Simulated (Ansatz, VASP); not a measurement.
Two plane-wave programs on FeCu

INCAR

```
PREC     = Accurate       # precision mode
ENCUT    = 520            # plane-wave cutoff, eV
EDIFF    = 1E-7           # SCF threshold, eV
ISMEAR   = 0              # smearing method
SIGMA    = 0.1            # smearing width, eV
LREAL    = False          # projectors in reciprocal space
LASPH    = True           # aspherical terms in the spheres
NELM     = 150            # most SCF steps
ALGO     = Fast           # electronic algorithm
ISIF     = 2              # what is computed and relaxed
LWAVE    = False          # write WAVECAR
LCHARG   = False          # write CHGCAR
ISPIN    = 2              # spin polarisation
MAGMOM   = 4 0            # initial moments
LORBIT   = 11             # projections on sites
LMAXMIX  = 4              # l up to which the mixer works
GGA      = PE             # functional
NBANDS   = 20             # bands
```

File KPOINTS:

```
regular mesh
0
Gamma
  8 8 4
```

File POSCAR:

```
FeCu
1.0
    1.4382720000     -1.9879340000      0.0000000000
    1.4382720000      1.9879340000      0.0000000000
    0.0000000000      0.0000000000      4.1381350000
Fe Cu
1 1
Direct
    0.0000000000      0.0000000000      0.0000000000
    0.5000000000      0.5000000000      0.5000000000
```

Input for Ansatz:

```yaml
crystal:
  lattice:
    - [1.438272, -1.987934, 0.0]
    - [1.438272, 1.987934, 0.0]
    - [0.0, 0.0, 4.138135]
  atoms:
    - { symbol: Fe, position: [0.0, 0.0, 0.0], spin: 4.0 }
    - { symbol: Cu, position: [0.5, 0.5, 0.5] }
basis:
  ecutwfc: 420
kpoints:
  mp_grid: { grid: [8, 8, 4] }
hamiltonian:
  xc: pbe
scf:
  occupations: { method: gaussian, width: 0.1 }
output:
  forces: true
  stress: true
  eigenvalues: true
  populations: true
magnetization:
  spin_polarized: true
```

Alike in both runs: task single point; functional PBE; k mesh 8 × 8 × 4; occupations gaussian, width 0.1 eV; collinear spin.

|  | VASP | Ansatz |
| --- | --- | --- |
| version | VASP 6.6.1 | Ansatz 0.2.0 |
| potentials or method | VASP PAW PBE potentials, release 64 (Fe, Cu), cutoff 520 eV | scalar-relativistic, plane waves, PAW |
| valence electrons in the cell | 19 | 35 |

|  | VASP | Ansatz | Ansatz less VASP |
| --- | --- | --- | --- |
| gap on the k mesh at the Fermi level (eV) | none | none | - |
| pressure (GPa) | 1.7 | 1.6 | -0.16 |
| traceless stress, the component that is largest in VASP (GPa) | -0.70 | -0.33 | +0.375 |
| net moment per atom (μB) | 1.31 | 1.32 | +0.005 |
| size of the moment on the site where the two differ most (μB) | 0.07 | 0.09 | +0.025 |

Site moments also hang on the region over which each program counts them. A gap of «none» marks a metal or a gap that the smearing closes. With one functional, cell and mesh, what is left measures potentials, basis and numerics. VASP's potentials hold 19 valence electrons a cell and Ansatz's 35, so a difference there can come from the potentials and not from the codes.

The k mesh is coarse, so the values compare programs but aren't converged.
